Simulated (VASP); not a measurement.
# SnO2 (P4_2/mnm) in VASP: settings compared, part 2 of 2

VASP 6.6.1. The steps go on from the part before.

**4. Single point, r2SCAN (strain -4.0%)**

File POSCAR:

```
SnO2
1.0
    4.5701507755      0.0000000000      0.0000000000
    0.0000000000      4.5701507755      0.0000000000
    0.0000000000      0.0000000000      3.0720770602
Sn O
2 4
Direct
    0.0000000000      0.0000000000      0.0000000000
    0.5000000000      0.5000000000      0.5000000000
    0.3036035238      0.3036035238      0.0000000000
    0.1963964762      0.8036035238      0.5000000000
    0.8036035238      0.1963964762      0.5000000000
    0.6963964762      0.6963964762      0.0000000000
```

File INCAR.step1:

```
SYSTEM = SnO2
  PREC = Accurate
  ENCUT = 520
  ISMEAR = 0
  SIGMA = 0.01
  LREAL = .FALSE.
  LASPH = .TRUE.
  NELM = 100
  NBANDS = 35
  GGA = PE
  ALGO = Normal
  EDIFF = 1E-4
  LWAVE = .TRUE.
  LCHARG = .FALSE.
```

File INCAR.step2:

```
SYSTEM = SnO2
  PREC = Accurate
  ENCUT = 520
  EDIFF = 1E-6
  ISMEAR = 0
  SIGMA = 0.01
  LREAL = .FALSE.
  LASPH = .TRUE.
  NELM = 100
  ALGO = Normal
  ISIF = 2
  LWAVE = .FALSE.
  LCHARG = .FALSE.
  METAGGA = R2SCAN
  LMIXTAU = .TRUE.
  NBANDS = 35
  ISTART = 1
```

File KPOINTS:

```
regular mesh
0
G
  6 6 8
  0 0 0
```

Potentials or basis: VASP PAW PBE potentials, release 64 (Sn_d, O).

Command:

```bash
$ cat potpaw_PBE.64/Sn_d/POTCAR potpaw_PBE.64/O/POTCAR > POTCAR
$ cp INCAR.step1 INCAR
$ mpirun -np 1 vasp_std > vasp.out
$ cp INCAR.step2 INCAR
$ mpirun -np 1 vasp_std > vasp.out
```

OUTCAR:

```text
SYSTEM = SnO2
   PREC = Accurate
   ENCUT = 520
   EDIFF = 1E-6
   ISMEAR = 0
   LREAL = .FALSE.
   LASPH = .TRUE.
   NELM = 100
   ISIF = 2
   METAGGA = R2SCAN
   ISTART = 1

 ion  position               nearest neighbor table
   1  0.000  0.000  0.000-   3 1.96   6 1.96   5 1.99   4 1.99   4 1.99   5 1.99   2 3.58   2 3.58
                             2 3.58   2 3.58   2 3.58   2 3.58   2 3.58   2 3.58
   2  0.500  0.500  0.500-   4 1.96   5 1.96   3 1.99   6 1.99   3 1.99   6 1.99   1 3.58   1 3.58
                             1 3.58   1 3.58   1 3.58   1 3.58   1 3.58   1 3.58
   3  0.304  0.304  0.000-   1 1.96   2 1.99   2 1.99
[... 1125 lines left out ...]
  -------------------------------------------------------------------------------------
  Total       13.5924458     13.5924458     16.7004072      0.0000000      0.0000000      0.0000000
  in kB      339.4024940    339.4024940    417.0080908      0.0000000      0.0000000      0.0000000
  external PRESSURE =     365.2710263 kB  Pullay stress =       0.0000000 kB

 VOLUME and BASIS-vectors are now :
 -----------------------------------------------------------------------------
  energy-cutoff  :      520.00
  volume of cell :       64.16
      direct lattice vectors                 reciprocal lattice vectors
     4.570150776  0.000000000  0.000000000     0.218811162  0.000000000  0.000000000
     0.000000000  4.570150776  0.000000000     0.000000000  0.218811162  0.000000000
     0.000000000  0.000000000  3.072077060     0.000000000  0.000000000  0.325512668

 POSITION                                       TOTAL-FORCE (eV/Angst)
 -----------------------------------------------------------------------------------
      0.00000      0.00000      0.00000         0.000000     -0.000000     -0.000000
      2.28508      2.28508      1.53604         0.000000     -0.000000     -0.000000
      1.38751      1.38751      0.00000        -0.015485     -0.015485      0.000000
      0.89756      3.67259      1.53604         0.015485     -0.015485     -0.000000
      3.67259      0.89756      1.53604        -0.015485      0.015485     -0.000000
      3.18264      3.18264      0.00000         0.015485      0.015485     -0.000000
 -----------------------------------------------------------------------------------
    total drift:                                0.000000      0.000000      0.000000

  FREE ENERGIE OF THE ION-ELECTRON SYSTEM (eV)
  ---------------------------------------------------
  free  energy   TOTEN  =       -83.7347917547 eV

  energy  without entropy=      -83.7347917547  energy(sigma->0) =      -83.73479175
```

Run time: 2 min. Hardware: 1 thread of Intel Xeon 6975P-C (Granite Rapids), shared host; peak memory 0.23 GiB.

Results:

- Free energy: -83.7348 eV
- Pressure: 36.5 GPa
- Largest force: 0.022 eV/Å
- Band gap on the k mesh: 3.34 eV

Forces on the atoms (eV/Å):
```
Sn   0.000  0.000  0.000
Sn   0.000  0.000  0.000
O   -0.015 -0.015  0.000
O    0.015 -0.015  0.000
O   -0.015  0.015  0.000
O    0.015  0.015  0.000
```

Caveat: the cell differs from its parent crystal (strain -4.0%); the stress differs along the axes, from 34 to 42 GPa; the structure was generated, so it needn't be the stable form of SnO2; the PAW data sets were made with another functional, which shifts forces and pressure a little; spin-orbit coupling is left out, which moves the levels of the heavy elements.

**5. Single point, r2SCAN (strain -3.0%)**

File POSCAR:

```
SnO2
1.0
    4.6177565128      0.0000000000      0.0000000000
    0.0000000000      4.6177565128      0.0000000000
    0.0000000000      0.0000000000      3.1040778629
Sn O
2 4
Direct
    0.0000000000      0.0000000000      0.0000000000
    0.5000000000      0.5000000000      0.5000000000
    0.3041103291      0.3041103291      0.0000000000
    0.1958896709      0.8041103291      0.5000000000
    0.8041103291      0.1958896709      0.5000000000
    0.6958896709      0.6958896709      0.0000000000
```

File INCAR.step1:

```
SYSTEM = SnO2
ALGO = Normal
EDIFF = 1E-4
ENCUT = 520
GGA = PE
ISMEAR = 0
LASPH = .True.
LCHARG = .False.
LREAL = .False.
LWAVE = .True.
NBANDS = 35
NELM = 80
PREC = Accurate
SIGMA = 0.01
```

File INCAR.step2:

```
SYSTEM = SnO2
ALGO = Normal
EDIFF = 1E-6
ENCUT = 520
ISIF = 2
ISMEAR = 0
ISTART = 1
LASPH = .True.
LCHARG = .False.
LMIXTAU = .True.
LREAL = .False.
LWAVE = .False.
METAGGA = R2SCAN
NBANDS = 35
NELM = 80
PREC = Accurate
SIGMA = 0.01
```

File KPOINTS:

```
k-points
0
Gamma
  6 6 8
  0 0 0
```

Command:

```bash
$ cat potpaw_PBE.64/Sn_d/POTCAR potpaw_PBE.64/O/POTCAR > POTCAR
$ cp INCAR.step1 INCAR
$ mpirun -np 1 vasp_std > vasp.out
$ cp INCAR.step2 INCAR
$ mpirun -np 1 vasp_std > vasp.out
```

Wall time 2.1 min (1 thread of Intel Xeon 6975P-C (Granite Rapids), shared host); peak memory 0.24 GiB.

It converged, with:

| Quantity | Value |
| --- | --- |
| Free energy | -84.1301 eV |
| Pressure | 25.7 GPa |
| Largest force | 0.025 eV/Å |
| Band gap on the k mesh | 2.92 eV |

Forces on the atoms (eV/Å):
```
Sn   0.000  0.000  0.000
Sn   0.000  0.000  0.000
O   -0.018 -0.018  0.000
O    0.018 -0.018  0.000
O   -0.018  0.018  0.000
O    0.018  0.018  0.000
```

Stress tensor (GPa, compression positive):
```
23.71  0.00  0.00
 0.00 23.71  0.00
 0.00  0.00 29.56
```

Levels at points of the mesh, in eV from the valence-band top:
```csv
k point,band 23,band 24,band 25,band 26,band 27,band 28,band 29,band 30
"(0.00, 0.00, 0.00)",-1.17,-0.87,-0.87,0.00,2.92,7.59,7.59,7.78
"(0.50, 0.00, 0.00)",-1.14,-1.14,-0.67,-0.67,6.10,6.10,8.42,8.42
"(0.50, 0.50, 0.00)",-1.26,-1.26,-1.03,-1.03,6.62,6.62,8.98,8.98
"(0.00, 0.00, 0.50)",-1.93,-1.93,-1.40,-1.40,8.05,8.05,11.22,11.22
"(0.50, 0.00, 0.50)",-1.28,-1.28,-0.59,-0.59,8.35,8.35,9.67,9.67
"(0.50, 0.50, 0.50)",-1.03,-1.03,-0.97,-0.97,6.47,6.47,10.17,10.17
```

Caveat: the cell differs from its parent crystal (strain -3.0%); the stress differs along the axes, from 24 to 30 GPa; the structure was generated, so it needn't be the stable form of SnO2; the PAW data sets were made with another functional, which shifts forces and pressure a little; spin-orbit coupling is left out, which moves the levels of the heavy elements.

**6. Single point, r2SCAN (strain -2.0%)**

File POSCAR:

```
SnO2
1.0
    4.6653622500      0.0000000000      0.0000000000
    0.0000000000      4.6653622500      0.0000000000
    0.0000000000      0.0000000000      3.1360786656
Sn O
2 4
Direct
    0.0000000000      0.0000000000      0.0000000000
    0.5000000000      0.5000000000      0.5000000000
    0.3046499520      0.3046499520      0.0000000000
    0.1953500480      0.8046499520      0.5000000000
    0.8046499520      0.1953500480      0.5000000000
    0.6953500480      0.6953500480      0.0000000000
```

File INCAR.step1:

```
SYSTEM = SnO2
  PREC = Accurate
  ENCUT = 520
  ISMEAR = 0
  SIGMA = 0.01
  LREAL = .FALSE.
  LASPH = .TRUE.
  NELM = 60
  NBANDS = 35
  GGA = PE
  ALGO = Normal
  EDIFF = 1E-4
  LWAVE = .TRUE.
  LCHARG = .FALSE.
```

File INCAR.step2:

```
SYSTEM = SnO2
  PREC = Accurate
  ENCUT = 520
  EDIFF = 1E-7
  ISMEAR = 0
  SIGMA = 0.01
  LREAL = .FALSE.
  LASPH = .TRUE.
  NELM = 60
  ALGO = Normal
  ISIF = 2
  LWAVE = .FALSE.
  LCHARG = .FALSE.
  METAGGA = R2SCAN
  LMIXTAU = .TRUE.
  NBANDS = 35
  ISTART = 1
```

File KPOINTS:

```
Automatic mesh
0
G
  6 6 8
  0 0 0
```

Potentials or basis: VASP PAW PBE potentials, release 64 (Sn_d, O).

Command:

```bash
$ cat potpaw_PBE.64/Sn_d/POTCAR potpaw_PBE.64/O/POTCAR > POTCAR
$ cp INCAR.step1 INCAR
$ mpirun -np 1 vasp_std > vasp.out
$ cp INCAR.step2 INCAR
$ mpirun -np 1 vasp_std > vasp.out
```

It took 2.4 min on 1 thread of Intel Xeon 6975P-C (Granite Rapids), shared host; peak memory 0.24 GiB.

It converged, with:

| Item | Value |
| --- | --- |
| Free energy | -84.4028 eV |
| Pressure | 16.2 GPa |
| Largest force | 0.026 eV/Å |
| Band gap on the k mesh | 2.53 eV |

Forces in eV/Å, atoms in the order of the input:
```
Sn   0.000  0.000  0.000
Sn   0.000  0.000  0.000
O   -0.018 -0.018  0.000
O    0.018 -0.018  0.000
O   -0.018  0.018  0.000
O    0.018  0.018  0.000
```

Stress tensor (GPa, compression positive):
```
14.89  0.00  0.00
 0.00 14.89  0.00
 0.00  0.00 18.92
```

Levels at points of the mesh, in eV from the valence-band top:
| k point | band 22 | band 23 | band 24 | band 25 | band 26 | band 27 | band 28 | band 29 | band 30 | band 31 |
| --- | --- | --- | --- | --- | --- | --- | --- | --- | --- | --- |
| (0.00, 0.00, 0.00) | -1.19 | -1.19 | -0.84 | -0.84 | 0.00 | 2.53 | 7.41 | 7.41 | 7.46 | 11.38 |
| (0.50, 0.00, 0.00) | -2.08 | -1.15 | -1.15 | -0.65 | -0.65 | 5.72 | 5.72 | 8.21 | 8.21 | 12.62 |
| (0.50, 0.50, 0.00) | -2.12 | -1.28 | -1.28 | -0.99 | -0.99 | 6.21 | 6.21 | 8.72 | 8.72 | 12.59 |
| (0.00, 0.00, 0.50) | -2.68 | -1.84 | -1.84 | -1.36 | -1.36 | 7.64 | 7.64 | 10.99 | 10.99 | 12.06 |
| (0.50, 0.00, 0.50) | -1.82 | -1.22 | -1.22 | -0.63 | -0.63 | 7.93 | 7.93 | 9.39 | 9.39 | 12.55 |
| (0.50, 0.50, 0.50) | -2.31 | -1.01 | -1.01 | -0.93 | -0.93 | 6.13 | 6.13 | 10.00 | 10.00 | 12.53 |

Caveat: the cell differs from its parent crystal (strain -2.0%); the cell stands under pressure; the structure was generated, so it needn't be the stable form of SnO2; the PAW data sets were made with another functional, which shifts forces and pressure a little; spin-orbit coupling is left out, which moves the levels of the heavy elements.

**7. The runs side by side**

```csv
level,cell,k mesh,smearing,grid for exact exchange (PRECFOCK),share of exact exchange,screening parameter,gap on the mesh (eV),pressure (GPa),largest force (eV/Å)
HSE06,"a = 4.951, b = 4.951, c = 3.328 Å, 6 atoms, strain +4.0%",4 × 4 × 4,fermi-dirac 0.02 eV,Fast,0.25,0.2079 1/Å,1.53,-19.4,0.04
PBE,"a = 4.951, b = 4.951, c = 3.328 Å, 6 atoms, strain +4.0%",6 × 6 × 8,fermi-dirac 0.02 eV,-,-,-,0.06,-10.7,0.08
r2SCAN,"a = 4.570, b = 4.570, c = 3.072 Å, 6 atoms, strain -4.0%",6 × 6 × 8,gaussian 0.01 eV,-,-,-,3.34,36.5,0.02
r2SCAN,"a = 4.618, b = 4.618, c = 3.104 Å, 6 atoms, strain -3.0%",6 × 6 × 8,gaussian 0.01 eV,-,-,-,2.92,25.7,0.03
r2SCAN,"a = 4.665, b = 4.665, c = 3.136 Å, 6 atoms, strain -2.0%",6 × 6 × 8,gaussian 0.01 eV,-,-,-,2.53,16.2,0.03
```

Alike in all rows: task single point; potentials or basis VASP PAW PBE potentials, release 64 (Sn_d, O); no spin polarisation; cutoff (eV) 520.

Caveats: some runs use coarse meshes; the structure was generated, so it needn't be the stable form of SnO2; spin-orbit coupling is left out, which moves the levels of the heavy elements; the PAW data sets were made with another functional, which shifts forces and pressure a little (at least some runs); the cell stands under tension (at least some runs); semilocal functionals underestimate gaps, and a narrow one can read as zero (at least some runs); the stress differs along the axes, from 34 to 42 GPa (at least some runs); the stress differs along the axes, from 24 to 30 GPa (at least some runs).

Absolute energies hang on the potentials; compare differences alone.
